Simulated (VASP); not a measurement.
The system is Cr.

```
Cr
1.0
    -0.01743    1.81563    1.81066
     1.83101   -0.01704    1.81027
     1.85590    1.84013   -0.04193
Cr
1
Direct
  0.00000 0.00000 0.00000
```

Base run:

| Quantity | Value |
| --- | --- |
| Program | VASP 6.6.1 |
| Functional | PBE |
| Potentials or basis | VASP PAW PBE potentials, release 64 (Cr_pv) |
| Cutoff | 520 eV |
| k mesh | 10 × 10 × 10 |
| Occupations | fermi-dirac, width 0.05 eV |
| Spin | collinear spin, ferromagnetic start |
| Starting moments | [1.5] μB |
| Fixed moment | 1.5 μB |

Its results: pressure 0.0 GPa; site moments Cr +1.40 μB.

Task: The run is repeated on the same cell with these changes: fixed moment from 1.5 μB to 0.8 μB; moments at the start from [1.5] to [0.8]. What comes out?

Result: Pressure -8.2 GPa; site moments Cr +0.75 μB.

Caveats: the total moment is fixed, so each spin has its own Fermi level; the cell stands under tension (at least some runs).
